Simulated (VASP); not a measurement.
A run of VASP 6.6.1:

POSCAR

```
ZnS
1.0
    3.7709856692      0.0000000000      0.0000000000
   -1.8854928346      3.2657693868      0.0000000000
    0.0000000000      0.0000000000     24.6616263544
Zn S
8 8
Direct
    0.3333333333      0.6666666667      0.1251865175
    0.0000000000      0.0000000000      0.0003008438
    0.6666666667      0.3333333333      0.6248192927
    0.6666666667      0.3333333333      0.8752095079
    0.0000000000      0.0000000000      0.7499039343
    0.3333333333      0.6666666667      0.4999191375
    0.0000000000      0.0000000000      0.3750084810
    0.6666666667      0.3333333333      0.2500971024
    0.6666666667      0.3333333333      0.3437556985
    0.6666666667      0.3333333333      0.7184648793
    0.3333333333      0.6666666667      0.2188448055
    0.0000000000      0.0000000000      0.8437107530
    0.6666666667      0.3333333333      0.9690008191
    0.0000000000      0.0000000000      0.0939368564
    0.3333333333      0.6666666667      0.5935752519
    0.0000000000      0.0000000000      0.4686671191
```

File INCAR.step1:

```
PREC = Accurate
ENCUT = 520
ISMEAR = 0
SIGMA = 0.02
LREAL = Auto
LASPH = T
NELM = 100
NBANDS = 86
GGA = PE
ALGO = Normal
EDIFF = 1E-4
LWAVE = T
LCHARG = F
```

Contents of INCAR.step2:

```
PREC = Accurate
ENCUT = 520
EDIFF = 1E-6
ISMEAR = 0
SIGMA = 0.02
LREAL = Auto
LASPH = T
NELM = 100
ALGO = Normal
ISIF = 2
LWAVE = F
LCHARG = F
METAGGA = R2SCAN
LMIXTAU = T
NBANDS = 86
ISTART = 1
```

File KPOINTS:

```
regular mesh
0
Gamma
  9 9 1
```

Potentials or basis: VASP PAW PBE potentials, release 64 (Zn, S).

The run is started by

```bash
$ cat potpaw_PBE.64/Zn/POTCAR potpaw_PBE.64/S/POTCAR > POTCAR
$ cp INCAR.step1 INCAR
$ mpirun -np 1 vasp_std > vasp.out
$ cp INCAR.step2 INCAR
$ mpirun -np 1 vasp_std > vasp.out
```

Hardware: 1 thread of Intel(R) Xeon(R) 6975P-C (Granite Rapids), on a shared host.

Estimate the wall time of this run.

Run time: 22 min on 1 thread of Intel(R) Xeon(R) 6975P-C (Granite Rapids), with other jobs on the host, peak memory 0.52 GiB. Counts: k points 12.
